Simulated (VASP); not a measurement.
Here is a VASP 6.6.1 calculation.

INCAR

```
SYSTEM = MnSb
PREC     = Accurate       ! precision mode
ENCUT    = 520            ! plane-wave cutoff, eV
EDIFF    = 1E-6           ! SCF threshold, eV
ISMEAR   = -1             ! smearing method
SIGMA    = 0.05           ! smearing width, eV
LREAL    = .FALSE.        ! projectors in reciprocal space
LASPH    = .TRUE.         ! aspherical terms in the spheres
NELM     = 150            ! most SCF steps
ALGO     = Normal         ! electronic algorithm
ISIF     = 2              ! what is computed and relaxed
LWAVE    = .FALSE.        ! write WAVECAR
LCHARG   = .FALSE.        ! write CHGCAR
ISPIN    = 2              ! spin polarisation
MAGMOM   = 0 0 1 1        ! initial moments
LORBIT   = 11             ! projections on sites
NUPDOWN  = 2.0            ! fixed moment
LMAXMIX  = 4              ! l up to which the mixer works
GGA      = PS             ! functional
NBANDS   = 30             ! bands
```

KPOINTS

```
regular mesh
0
G
  6 6 4
  0 0 0
```

Contents of POSCAR:

```
MnSb
1.0
    4.1500000000      0.0000000000      0.0000000000
   -2.0750000000      3.5940054257      0.0000000000
    0.0000000000      0.0000000000      5.7800000000
Sb Mn
2 2
Direct
    0.6666666667      0.3333333333      0.7500000000
    0.3333333333      0.6666666667      0.2500000000
    0.0000000000      0.0000000000      0.5000000000
    0.0000000000      0.0000000000      0.0000000000
```

Potentials or basis: VASP PAW PBE potentials, release 64 (Sb, Mn_pv).

The run is started by

```bash
$ cat potpaw_PBE.64/Sb/POTCAR potpaw_PBE.64/Mn_pv/POTCAR > POTCAR
$ mpirun -np 1 vasp_std > vasp.out
```

Question: Estimate the pressure.

Answer: -18.5 GPa.

Stress tensor (GPa, compression positive):
```
-17.11   0.00   0.00
  0.00 -17.11   0.00
  0.00   0.00 -21.29
```

Caveat: the cell stands under tension; the PAW data sets were made with another functional, which shifts forces and pressure a little; the total moment is fixed, so each spin has its own Fermi level; only a ferromagnetic start was run, and an antiferromagnetic order may lie lower in energy.
